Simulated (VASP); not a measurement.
Write the native input for VASP 6.6.1 that does the following.

* Task: single point
* Functional: PBE
* Potentials or basis: VASP PAW PBE potentials, release 64 (Hg, Te)
* Cutoff: 500 eV
* k mesh: 6 × 6 × 6
* Occupations: gaussian, width 0.1 eV
* Spin: no spin polarisation
* Dipole correction: no
* Further INCAR settings: ALGO = Normal; EDIFF = 1e-06; NBANDS = 16

The structure of HgTe lies in POSCAR:

```
HgTe
1.0
    0.0000000000      3.0771170000      3.0771170000
    3.0771170000      0.0000000000      3.0771170000
    3.0771170000      3.0771170000      0.0000000000
Hg Te
1 1
Direct
    0.0000000000      0.0000000000      0.0000000000
    0.5000000000      0.5000000000      0.5000000000
```

One way to write it, as run:

INCAR

```
ALGO = Normal ; EDIFF = 1E-6
ENCUT = 500 ; GGA = PE
GGA_COMPAT = F ; ISIF = 2
ISMEAR = 0 ; LASPH = T
LCHARG = T ; LELF = T
LREAL = F ; LVHAR = T
LWAVE = F ; NBANDS = 16
NELM = 120 ; PREC = Accurate
SIGMA = 0.1
```

KPOINTS

```
k-points
0
Gamma
  6 6 6
```

Potentials or basis: VASP PAW PBE potentials, release 64 (Hg, Te).

The run is started by

```bash
$ cat potpaw_PBE.64/Hg/POTCAR potpaw_PBE.64/Te/POTCAR > POTCAR
$ mpirun -np 1 vasp_std > vasp.out
```

Results of the run:

```
Pressure               : -0.3 GPa
Band gap on the k mesh : zero (band 9 reaches 4.33 eV, above the bottom of band 10 at 1.93 eV)
```

Caveat: spin-orbit coupling is left out, which moves the levels of the heavy elements.

Wall time 15 s on 1 thread of AMD EPYC 7R43 64-Core Processor (Zen 3), with other jobs on the host, peak memory 0.14 GiB.
